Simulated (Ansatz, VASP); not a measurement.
One calculation of WC, two programs

```
W C
1.0
     0.00000    2.17269    2.17269
     2.08578    0.00000    2.17269
     2.08578    2.17269    0.00000
W C
1 1
Direct
  0.00000 0.00000 0.00000
  0.50000 0.50000 0.50000
```

Change from the starting cell: strain -0.0400 x Voigt [1, 0, 0, 0, 0, 0], atoms carried along.

Alike in both runs: task single point; functional PBEsol; k mesh 24 × 24 × 24; occupations gaussian, width 0.15 eV; no spin polarisation.

```csv
,VASP,Ansatz
version,VASP 6.6.1,Ansatz 0.2.0
potentials or method,"VASP PAW PBE potentials, release 64 (W_sv, C), cutoff 520 eV","scalar-relativistic, plane waves, PAW"
valence electrons in the cell,18,18
```

VASP gave:

- gap on the k mesh at the Fermi level (eV): none
- pressure (GPa): 20.3
- traceless stress, the component that is largest in VASP (GPa): 22.32

Task: Which values does Ansatz return?

Result: gap on the k mesh at the Fermi level (eV): none; pressure (GPa): 18.9; traceless stress, the component that is largest in VASP (GPa): 22.18.

VASP's potentials were made for PBE, not for PBEsol. A gap of «none» marks a metal or a gap that the smearing closes. The functional is the same, so the differences come from potentials, cutoffs and numerics.

Spin-orbit coupling is off throughout.
